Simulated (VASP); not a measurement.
# Ag (Im-3m) in VASP: notebook

Ag is run at these levels: PBE; tasks: single point.

Program: VASP 6.6.1. These are calculated values, not measurements. Logs are shortened: lines on timing, memory, paths and dates and some standing lists are left out, and cuts for length are marked.

**1. The cell of the first run**

Symmetry: Im-3m, No. 229, cubic system. Conventional cell: a = 3.345 Å, b = 3.345 Å, c = 3.345 Å, α = 90.00°, β = 90.00°, γ = 90.00°. Within 3.8 Å of Ag (site symmetry m-3m) lie 14 Ag at 2.90 to 3.35 Å.

**2. Single point, PBE**

File INCAR:

```
SYSTEM = Ag
ALGO = Normal
EDIFF = 1E-6
ENCUT = 520
GGA = PE
ISIF = 2
ISMEAR = -1
LASPH = .True.
LCHARG = .False.
LREAL = .False.
LWAVE = .False.
NBANDS = 12
NELM = 100
PREC = Accurate
SIGMA = 0.06122561905347299
```

File KPOINTS:

```
k-points
0
Gamma
  16 16 16
  0 0 0
```

File POSCAR:

```
Ag
1.0
   -1.6726917995      1.6726917995      1.6726917995
    1.6726917995     -1.6726917995      1.6726917995
    1.6726917995      1.6726917995     -1.6726917995
Ag
1
Direct
    0.0000000000      0.0000000000      0.0000000000
```

Potentials or basis: VASP PAW PBE potentials, release 64 (Ag).

The run is started by

```sh
$ cat potpaw_PBE.64/Ag/POTCAR > POTCAR
$ mpirun -np 1 vasp_std > vasp.out
```

OUTCAR:

```text
SYSTEM = Ag
   EDIFF = 1E-6
   ENCUT = 520
   GGA = PE
   ISIF = 2
   ISMEAR = -1
   LASPH = .True.
   LREAL = .False.
   NELM = 100
   PREC = Accurate

 ion  position               nearest neighbor table
   1  0.000  0.000  0.000-

  LATTYP: Found a body centered cubic cell.
 ALAT       =     3.3453835990

  Lattice vectors:

 A1 = (  -1.6726917995,   1.6726917995,   1.6726917995)
 A2 = (   1.6726917995,  -1.6726917995,   1.6726917995)
 A3 = (   1.6726917995,   1.6726917995,  -1.6726917995)

Analysis of symmetry for initial positions (statically):
=====================================================================
 Subroutine PRICEL returns:
 Original cell was already a primitive cell.

 Routine SETGRP: Setting up the symmetry group for a
 body centered cubic supercell.

 Subroutine GETGRP returns: Found 48 space group operations
 (whereof 48 operations were pure point group operations)
 out of a pool of 48 trial point group operations.

The static configuration has the point symmetry O_h .

Analysis of symmetry for dynamics (positions and initial velocities):
=====================================================================
 Subroutine PRICEL returns:
 Original cell was already a primitive cell.

 Routine SETGRP: Setting up the symmetry group for a
 body centered cubic supercell.

 Subroutine GETGRP returns: Found 48 space group operations
 (whereof 48 operations were pure point group operations)
 out of a pool of 48 trial point group operations.

The dynamic configuration has the point symmetry O_h .

 Subroutine INISYM returns: Found 48 space group operations
 (whereof 48 operations are pure point group operations),
 and found     1 'primitive' translations

----------------------------------------------------------------------------------------

                                     Primitive cell

  volume of cell :      18.7201

  direct lattice vectors                    reciprocal lattice vectors
    -1.672691799  1.672691799  1.672691799     0.000000000  0.298919383  0.298919383
     1.672691799 -1.672691799  1.672691799     0.298919383  0.000000000  0.298919383
     1.672691799  1.672691799 -1.672691799     0.298919383  0.298919383  0.000000000

  length of vectors
     2.897187182  2.897187182  2.897187182     0.422735845  0.422735845  0.422735845

  position of ions in fractional coordinates (direct lattice)
     0.000000000  0.000000000  0.000000000

  ion indices of the primitive-cell ions
   primitive index   ion index
                 1           1

----------------------------------------------------------------------------------------

 KPOINTS: k-points

Automatic generation of k-mesh.
 Grid dimensions read from file:
 generate k-points for:   16   16   16

 Generating k-lattice:

  Cartesian coordinates                     Fractional coordinates (reciprocal lattice)
     0.000000000  0.018682461  0.018682461     0.062500000  0.000000000  0.000000000
     0.018682461  0.000000000  0.018682461     0.000000000  0.062500000  0.000000000
     0.018682461  0.018682461  0.000000000     0.000000000  0.000000000  0.062500000

  Length of vectors
     0.026420990  0.026420990  0.026420990

  Shift w.r.t. Gamma in fractional coordinates (k-lattice)
     0.000000000  0.000000000  0.000000000

 Subroutine IBZKPT returns following result:
 ===========================================

 Found    145 irreducible k-points:

 Following reciprocal coordinates:
            Coordinates               Weight
  0.000000  0.000000  0.000000      1.000000
  0.062500  0.000000  0.000000     12.000000
  0.125000  0.000000  0.000000     12.000000
  0.187500  0.000000  0.000000     12.000000
  0.250000  0.000000  0.000000     12.000000
  0.312500  0.000000  0.000000     12.000000
[... 16 lines left out ...]
  0.187500  0.187500  0.000000     24.000000
  0.250000  0.187500  0.000000     48.000000
 [... further k-points ...]
   k-points           NKPTS =    145   k-points in BZ     NKDIM =    145   number of bands    NBANDS=     12
   number of dos      NEDOS =    301   number of ions     NIONS =      1
   total plane-waves  NPLWV =  13824
   dimension x,y,z NGX =    24 NGY =   24 NGZ =   24
   dimension x,y,z NGXF=    48 NGYF=   48 NGZF=   48
   ions per type =               1
   NGX,Y,Z   is equivalent  to a cutoff of  13.77, 13.77, 13.77 a.u.
   NGXF,Y,Z  is equivalent  to a cutoff of  27.54, 27.54, 27.54 a.u.
 SYSTEM =  Ag
   PREC   = accura    normal or accurate (medium, high low for compatibility)
   ISTART =      0    job   : 0-new  1-cont  2-samecut
   ICHARG =      2    charge: 1-file 2-atom 10-const
   ISPIN  =      1    spin polarized calculation?
   LNONCOLLINEAR =      F non collinear calculations
   LSORBIT =      F    spin-orbit coupling
   LASPH  =      T    aspherical Exc in radial PAW
   ENCUT  =  520.0 eV  38.22 Ry    6.18 a.u.   5.39  5.39  5.39*2*pi/ulx,y,z
   NELM   =    100;   NELMIN=  2; NELMDL= -5     # of ELM steps
   EDIFF  = 0.1E-05   stopping-criterion for ELM
   LREAL  =      F    real-space projection
   EDIFFG = 0.1E-04   stopping-criterion for IOM
   NSW    =      0    number of steps for IOM
   IBRION =     -1    ionic relax: 0-MD 1-quasi-New 2-CG
   NFREE  =      0    steps in history (QN), initial steepest desc. (CG)
   ISIF   =      2    stress and relaxation
   ISYM   =      2    0-nonsym 1-usesym 2-fastsym
   POTIM  = 0.5000    time-step for ionic-motion
   TEBEG  =    0.0;   TEEND  =   0.0 temperature during run
   PSTRESS=    0.0 pullay stress
   NELECT =      11.0000    total number of electrons
   NUPDOWN=      -1.0000    fix difference up-down
   EMIN   =  10.00;   EMAX   =-10.00  energy-range for DOS
   EFERMI =   0.00;   METHOD = LEGACY
   ISMEAR =    -1;   SIGMA  =   0.06  broadening in eV -4-tet -1-fermi 0-gaus
   EFERMI_NEDOS =   21; number of points for ismear=-14 and -15
   IALGO  =     38    algorithm
   IMIX   =      4    mixing-type and parameters
     AMIX     =   0.40;   BMIX     =  1.00
     AMIX_MAG =   1.60;   BMIX_MAG =  1.00
  volume/ion in A,a.u.               =      18.72       126.33
  Fermi-wavevector in a.u.,A,eV,Ry     =   1.371207  2.591206 25.581805  1.880210
  Thomas-Fermi vector in A             =   2.496925
   LORBIT       =      0    0 simple, 1 ext, 2 COOP (PROOUT), +10 PAW based schemes
   GGA     = PE    functional components
   LHFCALC =     F    Hartree Fock is set to
   AEXX    =    0.0000 exact exchange contribution
   IVDW    =     0    specifies the selected vdW correction
   LEPSILON=     F    determine dielectric tensor
   LRPA    =     F    only Hartree local field effects (RPA)
 non-spin polarized calculation
  energy-cutoff  :      520.00
  volume of cell :       18.72
 maximum number of plane-waves:       531
 NGX is ok and might be reduce to    24
   NGX = 11   NGY = 11   NGZ = 11

 number of electron      10.9999997 magnetization

 Free energy of the ion-electron system (eV)
  ---------------------------------------------------
  ext. energy  EPLUGINS =         0.00000000
  ---------------------------------------------------
  free energy    TOTEN  =        -2.67586788 eV

  energy without entropy =       -2.67092780  energy(sigma->0) =       -2.67339784

 E-fermi :   7.2453     XC(G=0): -11.6593

 val. band max:        7.1994073611   @ k =  -0.3750   0.4375   0.1250
 cond. band min:       7.2910506814   @ k =  -0.3125   0.3125   0.3125
 fundamental gap:      0.0916433203
 Fermi energy:         7.2453385157

 k-point     1 :       0.0000    0.0000    0.0000
  band No.  band energies     occupation
      1       0.0992      2.00000
      2       2.6106      2.00000
      3       2.6106      2.00000
      4       2.6106      2.00000
      5       3.7529      2.00000
      6       3.7529      2.00000
      7      24.8285      0.00000
      8      24.8285      0.00000
      9      24.8285      0.00000
     10      29.7454      0.00000
     11      29.7454      0.00000
     12      29.7454      0.00000

 k-point     2 :       0.0625    0.0000    0.0000
  band No.  band energies     occupation
      1       0.2192      2.00000
      2       2.5837      2.00000
      3       2.6157      2.00000
      4       2.6746      2.00000
      5       3.7237      2.00000
      6       3.7548      2.00000
      7      24.4467      0.00000
      8      24.7711      0.00000
      9      24.8891      0.00000
     10      28.5021      0.00000
     11      28.5338      0.00000
     12      28.9772      0.00000

 k-point     3 :       0.1250    0.0000    0.0000
  band No.  band energies     occupation
      1       0.5625      2.00000
      2       2.5078      2.00000
      3       2.6356      2.00000
      4       2.8606      2.00000
      5       3.6557      2.00000
      6       3.7609      2.00000
      7      23.1077      0.00000
      8      24.3770      0.00000
      9      25.0557      0.00000
     10      27.2977      0.00000
     11      27.4632      0.00000
     12      27.7877      0.00000
[... 286 lines left out ...]
 k-point    23 :       0.1875    0.1875    0.0000
  band No.  band energies     occupation
      1       1.8568      2.00000
      2       2.3538      2.00000
      3       2.7019      2.00000
      4       3.5142      2.00000
      5       3.8744      2.00000
      6       4.9617      2.00000
      7      17.5760      0.00000
      8      18.0869      0.00000
      9      22.1503      0.00000
     10      26.0863      0.00000
     11      28.8380      0.00000
     12      30.9667      0.00000

 k-point    24 :       0.2500    0.1875    0.0000
  band No.  band energies     occupation
      1       1.8386      2.00000
      2       2.2558      2.00000
      3       2.9851      2.00000
      4       3.5666      2.00000
      5       3.9378      2.00000
      6       6.0694      2.00000
      7      15.4232      0.00000
      8      17.1467      0.00000
      9      21.4633      0.00000
     10      26.3447      0.00000
     11      29.1655      0.00000
     12      31.6201      0.00000

 [... further k-points ...]
[... 5 lines left out ...]
  --------------------------------------------------------------------------------------
  -------------------------------------------------------------------------------------
  Total       -0.3588729     -0.3588729     -0.3588729      0.0000000      0.0000000     -0.0000000
  in kB      -30.7145028    -30.7145028    -30.7145028      0.0000000      0.0000000     -0.0000000
  external PRESSURE =     -30.7145028 kB  Pullay stress =       0.0000000 kB

 VOLUME and BASIS-vectors are now :
 -----------------------------------------------------------------------------
  energy-cutoff  :      520.00
  volume of cell :       18.72
      direct lattice vectors                 reciprocal lattice vectors
    -1.672691799  1.672691799  1.672691799     0.000000000  0.298919383  0.298919383
     1.672691799 -1.672691799  1.672691799     0.298919383  0.000000000  0.298919383
     1.672691799  1.672691799 -1.672691799     0.298919383  0.298919383  0.000000000

 POSITION                                       TOTAL-FORCE (eV/Angst)
 -----------------------------------------------------------------------------------
      0.00000      0.00000      0.00000        -0.000000      0.000000     -0.000000
 -----------------------------------------------------------------------------------
    total drift:                                0.000000      0.000000      0.000000

  FREE ENERGIE OF THE ION-ELECTRON SYSTEM (eV)
  ---------------------------------------------------
  free  energy   TOTEN  =        -2.6758678815 eV

  energy  without entropy=       -2.6709278024  energy(sigma->0) =       -2.67339784
```

Wall time 11 s (1 thread of Intel Xeon Platinum 8488C (Sapphire Rapids), shared host); peak memory 0.16 GiB.

Results:

```
Free energy : -2.6759 eV
Pressure    : -3.1 GPa
```

Levels at points of the mesh, in eV from the Fermi level:
```
           k point  band 2  band 3  band 4  band 5  band 6  band 7  band 8  band 9
(0.00, 0.00, 0.00)   -4.63   -4.63   -4.63   -3.49   -3.49   17.58   17.58   17.58
(0.50, 0.00, 0.00)   -5.30   -3.54   -3.40   -2.64    0.11    3.60   12.95   13.63
(0.50, 0.50, 0.50)   -5.84   -2.84   -2.84   -2.84    6.60    6.60    6.60   11.51
```

**3. Single point, PBE**

File INCAR:

```
  PREC = Accurate
  ENCUT = 520
  EDIFF = 1E-6
  ISMEAR = -1
  SIGMA = 0.06122561905347299
  LREAL = F
  LASPH = T
  NELM = 80
  ALGO = Normal
  ISIF = 2
  LWAVE = F
  LCHARG = F
  GGA = PE
  NBANDS = 12
```

File KPOINTS:

```
regular mesh
0
Gamma
  16 16 16
```

POSCAR is that of step 2.

Potentials or basis: VASP PAW PBE potentials, release 64 (Ag).

The run is started by

```sh
$ cat potpaw_PBE.64/Ag/POTCAR > POTCAR
$ mpirun -np 1 vasp_std > vasp.out
```

Run time: 11 s. Hardware: 1 thread of Intel Xeon Platinum 8488C (Sapphire Rapids), shared host; peak memory 0.16 GiB.

Results (log left out):

- Free energy: -2.6759 eV
- Pressure: -3.1 GPa

Levels at points of the mesh, in eV from the Fermi level:
```tsv
k point	band 1	band 2	band 3	band 4	band 5	band 6	band 7	band 8	band 9	band 10
(0.00, 0.00, 0.00)	-7.15	-4.63	-4.63	-4.63	-3.49	-3.49	17.58	17.58	17.58	22.50
(0.50, 0.00, 0.00)	-5.89	-5.30	-3.54	-3.40	-2.64	0.11	3.60	12.95	13.63	18.83
(0.50, 0.50, 0.50)	-5.84	-5.84	-2.84	-2.84	-2.84	6.60	6.60	6.60	11.51	12.68
```

**4. Single point, PBE**

This run uses another cell than the first one, of 19.08 Å³/atom, 1.019 times its volume.

File INCAR:

```
ALGO = Normal
EDIFF = 1E-6
ENCUT = 520
GGA = PE
ISIF = 2
ISMEAR = -1
LASPH = True
LCHARG = False
LREAL = False
LWAVE = False
NBANDS = 12
NELM = 60
PREC = Accurate
SIGMA = 0.06122561905347299
```

File KPOINTS:

```
k-points
0
Gamma
  46 46 46
```

File POSCAR:

```
Ag
1.0
   -1.6833461747      1.6833461747      1.6833461747
    1.6833461747     -1.6833461747      1.6833461747
    1.6833461747      1.6833461747     -1.6833461747
Ag
1
Direct
    0.0000000000      0.0000000000      0.0000000000
```

The run is started by

```sh
$ cat potpaw_PBE.64/Ag/POTCAR > POTCAR
$ mpirun -np 1 vasp_std > vasp.out
```

Wall time 10 min (1 thread of Oxide Virtual Turin-like, shared host); peak memory 0.58 GiB.

It converged, with:

```yaml
Free_energy: -2.6722 eV
Pressure: -4.5 GPa
```

Levels at points of the mesh, in eV from the Fermi level:
```csv
k point,band 3,band 4,band 5,band 6,band 7,band 8
"(0.00, 0.00, 0.00)",-4.58,-4.58,-3.47,-3.47,17.50,17.50
"(0.50, 0.00, 0.00)",-3.53,-3.38,-2.65,0.15,3.49,12.87
"(0.50, 0.50, 0.50)",-2.85,-2.85,-2.85,6.54,6.54,6.54
```
